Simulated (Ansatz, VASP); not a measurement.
**Bi in VASP and in Ansatz**

```xyz
1
Lattice="3.4456 0.0000 0.0000 0.0000 3.4456 0.0000 0.0000 0.0000 3.4456" Properties=species:S:1:pos:R:3 pbc="T T T"
Bi    0.0000    0.0000    0.0000
```

Alike in both runs: task single point; functional BLYP; k mesh 11 × 11 × 11; occupations fermi-dirac, width 0.1 eV; no spin polarisation.

```csv
,VASP,Ansatz
version,VASP 6.6.1,Ansatz 0.2.0
potentials or method,"VASP PAW PBE potentials, release 64 (Bi_d), cutoff 520 eV","plane waves (420 eV) with PAW, scalar-relativistic"
valence electrons in the cell,15,15
```

Ansatz gave:

* pressure (GPa): -2.4

Question: Which values does VASP return?

Answer: Pressure (GPa): -2.3.

VASP's potentials were made for PBE, not for BLYP. With one functional, cell and mesh, what is left measures potentials, basis and numerics.

Neither program's run includes spin-orbit coupling.
